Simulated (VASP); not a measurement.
Ga2O: relaxation of cell and atoms with PBEsol

Ga2O:

```xyz
6
Lattice="2.9305 0.0000 0.0000 -1.4653 2.5379 0.0000 0.0000 0.0000 10.9436" Properties=species:S:1:pos:R:3 pbc="T T T"
Ga    0.0000    0.0000    4.2684
Ga    0.0000    0.0000    6.6752
Ga    1.4653    0.8460    1.1342
Ga    0.0000    1.6919    9.8094
O     1.4653    0.8460    3.3366
O     0.0000    1.6919    7.6070
```

| Quantity | Value |
| --- | --- |
| Program | VASP 6.6.1 |
| Task | relaxation of cell and atoms |
| Functional | PBEsol |
| Potentials or basis | VASP PAW PBE potentials, release 64 (Ga_d, O) |
| Cutoff | 600 eV |
| k mesh | 12 × 12 × 4 |
| Occupations | fermi-dirac, width 0.15 eV |
| Spin | no spin polarisation |
| Target pressure | 25 GPa |
| Dipole correction | no |
| Further INCAR settings | ALGO = Normal; EDIFF = 1e-06; IBRION = 2; EDIFFG = -0.001; NSW = 80; ISIF = 3 |

```yaml
Relaxed_volume: 11.83 Å³/atom
Relaxed_cell: a = 2.783 Å, b = 2.783 Å, c = 10.583 Å, α = 90.00°, β = 90.00°, γ = 120.00°
Space_group_after_relaxing_to_0.1_Å: P-3m1 (No. 164)
Energy_change_on_relaxing_the_run_minimises_the_enthalpy: +167.3 meV/atom
Ionic_steps: 35
Pressure_after_relaxing: 25.0 GPa
Band_gap_on_the_k_mesh: zero (bands 32 and 33 overlap by 2.00 eV)
```

The path:
| step | energy change (eV) | largest force (eV/Å) | pressure (GPa) | volume (Å³) |
| --- | --- | --- | --- | --- |
| 1 | 0.0000 | 0.0405 | 8.13 | 81.39 |
| 2 | 2.5746 | 2.6564 | 52.23 | 65.69 |
| 3 | 0.7709 | 1.0927 | 24.66 | 73.49 |
| 4 | 0.9179 | 0.6446 | 24.83 | 71.94 |
| 5 | 0.9059 | 0.5539 | 24.71 | 72.01 |
| 6 | 0.9744 | 0.3378 | 25.27 | 71.28 |
| 7 | 1.0598 | 0.2293 | 25.77 | 70.65 |
| 8 | 0.9625 | 0.0666 | 24.46 | 71.24 |
| 9 | 0.9776 | 0.0475 | 24.76 | 71.15 |
| 10 | 0.9752 | 0.0513 | 24.57 | 71.16 |
| 11 | 1.0066 | 0.0775 | 25.37 | 70.96 |
| 12 | 0.9994 | 0.0721 | 25.10 | 71.00 |
| 13 | 1.0023 | 0.0322 | 25.03 | 70.98 |
| 14 | 1.0033 | 0.0508 | 25.00 | 70.97 |
| 15 | 1.0043 | 0.0112 | 25.04 | 70.97 |
| 16 | 1.0042 | 0.0108 | 25.01 | 70.97 |
| 17 | 1.0042 | 0.0098 | 25.00 | 70.97 |
| 18 | 1.0040 | 0.0057 | 24.99 | 70.97 |
| 19 | 1.0040 | 0.0056 | 25.01 | 70.97 |
| 20 | 1.0040 | 0.0050 | 25.02 | 70.97 |
| 21 | 1.0017 | 0.0048 | 24.84 | 70.98 |
| 22 | 1.0034 | 0.0038 | 25.09 | 70.97 |
| 23 | 1.0028 | 0.0017 | 24.95 | 70.98 |
| 24 | 1.0030 | 0.0030 | 24.98 | 70.98 |
| 25 | 1.0038 | 0.0049 | 25.03 | 70.97 |
| 26 | 1.0033 | 0.0011 | 24.99 | 70.97 |
| 27 | 1.0034 | 0.0033 | 24.99 | 70.97 |
| 28 | 1.0034 | 0.0018 | 24.99 | 70.97 |
| 29 | 1.0034 | 0.0024 | 24.99 | 70.97 |
| 30 | 1.0041 | 0.0019 | 25.07 | 70.97 |
| 31 | 1.0037 | 0.0032 | 25.00 | 70.97 |
| 32 | 1.0038 | 0.0010 | 24.98 | 70.97 |
| 33 | 1.0039 | 0.0015 | 25.02 | 70.97 |
| 34 | 1.0038 | 0.0023 | 24.99 | 70.97 |
| 35 | 1.0039 | 0.0010 | 25.01 | 70.97 |

Final structure:
```
Ga O
1.0
     2.78265    0.00000    0.00000
    -1.39133    2.40985    0.00000
     0.00000    0.00000   10.58337
Ga O
4 2
Cartesian
  0.0000 0.0000 4.1384
  0.0000 0.0000 6.4449
  1.3913 0.8033 1.0853
  0.0000 1.6066 9.4980
  1.3913 0.8033 3.0996
  0.0000 1.6066 7.4838
```

Levels at points of the mesh, in eV from the Fermi level:
```
           k point  band 28  band 29  band 30  band 31  band 32  band 33  band 34  band 35  band 36  band 37
(0.00, 0.00, 0.00)    -4.46    -4.46    -4.44    -4.44    -0.35     0.60     4.15     6.12     9.52    10.68
(0.50, 0.00, 0.00)    -5.48    -4.97    -4.94    -4.15    -2.15    -0.11    -0.04     2.88     2.96     6.29
(0.00, 0.00, 0.50)    -4.46    -4.44    -4.44    -3.58    -2.08     2.18     3.12     6.70     9.07    10.66
(0.50, 0.00, 0.50)    -5.48    -5.27    -4.88    -3.93    -1.64    -1.04     0.09     2.91     3.61     5.95
```

Wall time 23 min on 1 thread of Intel(R) Xeon(R) 6975P-C (Granite Rapids), with other jobs on the host, peak memory 0.36 GiB.

Caveat: the cell is relaxed towards a set pressure, so the run minimises the enthalpy, not the energy; the PAW data sets were made with another functional, which shifts forces and pressure a little.
